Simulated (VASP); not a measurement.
Runs of VASP 6.6.1 on Sc. The structure is that of space group P6_3/mmc (No. 194), or close to it. The cells are those of the table. 

```csv
cell,gap on the mesh (eV),pressure (GPa)
"a = 3.195, b = 3.195, c = 5.091 Å, angles 90.0, 90.0, 120.0°, 2 atoms",none,5.9
"a = 3.253, b = 3.253, c = 5.184 Å, angles 90.0, 90.0, 120.0°, 2 atoms",none,(c)
"a = 3.336, b = 3.336, c = 5.317 Å, angles 90.0, 90.0, 120.0°, 2 atoms",none,-1.9
"a = 3.363, b = 3.363, c = 5.360 Å, angles 90.0, 90.0, 120.0°, 2 atoms",none,-3.0
"a = 3.390, b = 3.390, c = 5.402 Å, angles 90.0, 90.0, 120.0°, 2 atoms",none,-4.0
"a = 3.281, b = 3.281, c = 5.229 Å, angles 90.0, 90.0, 120.0°, 2 atoms",none,(b)
"a = 3.224, b = 3.224, c = 5.138 Å, angles 90.0, 90.0, 120.0°, 2 atoms",none,(a)
"a = 3.309, b = 3.309, c = 5.273 Å, angles 90.0, 90.0, 120.0°, 2 atoms",none,-0.6
```

Alike in all rows: task single point; level PBE; potentials or basis VASP PAW PBE potentials, release 64 (Sc_sv); no spin polarisation; k mesh 8 × 8 × 5; cutoff (eV) 520; smearing methfessel-paxton 0.1 eV.

Question: Fill in the values left out.

Answer: (a) 4.0; (b) 0.7; (c) 2.3.

A gap of «none» marks levels without a gap at the run's occupations.
